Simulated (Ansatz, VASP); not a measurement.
# W: VASP beside Ansatz

```
W
1.0
     0.02030    2.04015    2.04015
     2.04015    0.02030    2.04015
     2.04015    2.04015    0.02030
W
1
Direct
  0.00000 0.00000 0.00000
```

Change from the starting cell: equal xy, yz and zx shear strains of +1 %.

Alike in both runs: task single point; functional LDA; k mesh 14 × 14 × 14; occupations fermi-dirac, width 0.05 eV; no spin polarisation.

|  | VASP | Ansatz |
| --- | --- | --- |
| version | VASP 6.6.1 | Ansatz 0.2.0 |
| potentials or method | VASP PAW LDA potentials, release 64 (W_sv), cutoff 520 eV | all-electron LAPW, scalar-relativistic |

Ansatz gave:

| Quantity | Value |
| --- | --- |
| pressure (GPa) | -17.6 |
| traceless stress, the component that is largest in VASP (GPa) | 1.26 |

Q: Estimate VASP's values.

A: Pressure (GPa): -16.3; traceless stress, the component that is largest in VASP (GPa): 1.22.

LDA's correlation is that of Perdew and Zunger in VASP and of Perdew and Wang (1992) in Ansatz. Ansatz ran all-electron here, and VASP with PAW potentials.

Spin-orbit coupling is off throughout.
